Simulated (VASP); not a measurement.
**TaSi (zincblende type): relaxation of cell and atoms with PBE**

The system is TaSi (zincblende type).

```xyz
2
Lattice="0.0000 2.8949 2.8949 2.8949 0.0000 2.8949 2.8949 2.8949 0.0000" Properties=species:S:1:pos:R:3 pbc="T T T"
Ta    0.0000    0.0000    0.0000
Si    1.4475    1.4475    1.4475
```

```yaml
Program: VASP 6.6.1
Task: relaxation of cell and atoms
Functional: PBE
Potentials_or_basis: VASP PAW PBE potentials, release 64 (Ta_pv, Si)
Cutoff: 600 eV
k_mesh: 11 × 11 × 11
Occupations: fermi-dirac, width 0.05 eV
Spin: no spin polarisation
Target_pressure: -0.95 GPa
Dipole_correction: no
Further_INCAR_settings: ALGO = Normal; EDIFF = 1e-06; IBRION = 2; EDIFFG = -0.005; NSW = 32; ISIF = 3
```

The relaxed volume is 24.27 Å³/atom, the relaxed cell is a = 4.095 Å, b = 4.095 Å, c = 4.095 Å, α = 60.00°, β = 60.00°, γ = 60.00° and the space group after relaxing (to 0.1 Å) is F-43m (No. 216). The energy change on relaxing (the run minimises the enthalpy) is +0.1 meV/atom, the ionic steps are 3 and the pressure after relaxing is -1.0 GPa. The band gap on the k mesh is zero (an odd number of electrons rules out a gap without spin polarisation).

The path:
```
step  energy change (eV)  largest force (eV/Å)  pressure (GPa)  volume (Å³)
   1              0.0000                0.0000           -0.91        48.52
   2              0.0003                0.0000           -1.00        48.57
   3              0.0001                0.0000           -0.96        48.54
```

Final structure:
```xyz
2
Lattice="0.0000 2.8953 2.8953 2.8953 0.0000 2.8953 2.8953 2.8953 0.0000" Properties=species:S:1:pos:R:3 pbc="T T T"
Ta    0.0000    0.0000    0.0000
Si    1.4477    1.4477    1.4477
```

Levels at points of the mesh, in eV from the Fermi level:
```csv
k point,band 5,band 6,band 7,band 8,band 9,band 10
"(0.00, 0.00, 0.00)",-2.18,-2.18,-2.18,0.57,0.57,4.58
```

Wall time 120 s on 1 thread of Intel Xeon 8259CL, on a shared host, peak memory 0.23 GiB.

Caveat: the cell is relaxed towards a set pressure, so the run minimises the enthalpy, not the energy; spin-orbit coupling is left out, which moves the levels of the heavy elements.
